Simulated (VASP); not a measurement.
Runs of VASP 6.6.1 on Tc. The structure is that of space group Pm-3m (No. 221), or close to it. The cells are those of the table. 

| task | cell | cutoff (eV) | gap on the mesh (eV) | pressure (GPa) |
| --- | --- | --- | --- | --- |
| relaxation of cell and atoms | relaxed from a = 2.510 Å, 1 atom | 600 | none | 0.0 |
| single point | a = 2.470 Å, 1 atom | 520 | none | 19.5 |
| relaxation of cell and atoms | relaxed to 5 GPa from a = 2.510 Å, 1 atom | 600 | none | 5.0 |
| single point | a = 2.533 Å, 1 atom | 520 | none | (a) |
| single point | a = 2.515 Å, 1 atom | 520 | none | 4.5 |

Alike in all rows: level PBE; potentials or basis VASP PAW PBE potentials, release 64 (Tc_pv); no spin polarisation; k mesh 8 × 8 × 8; smearing fermi-dirac 0.05 eV.

**Question.** Fill in the values left out.

**Answer.** (a) -0.5.

Caveats: the cell is relaxed towards a set pressure, so the enthalpy falls and the energy may rise (some runs).

A k mesh can miss the band edges, and the runs leave out spin-orbit coupling on Tc.

A gap of «none» marks levels without a gap at the run's occupations.
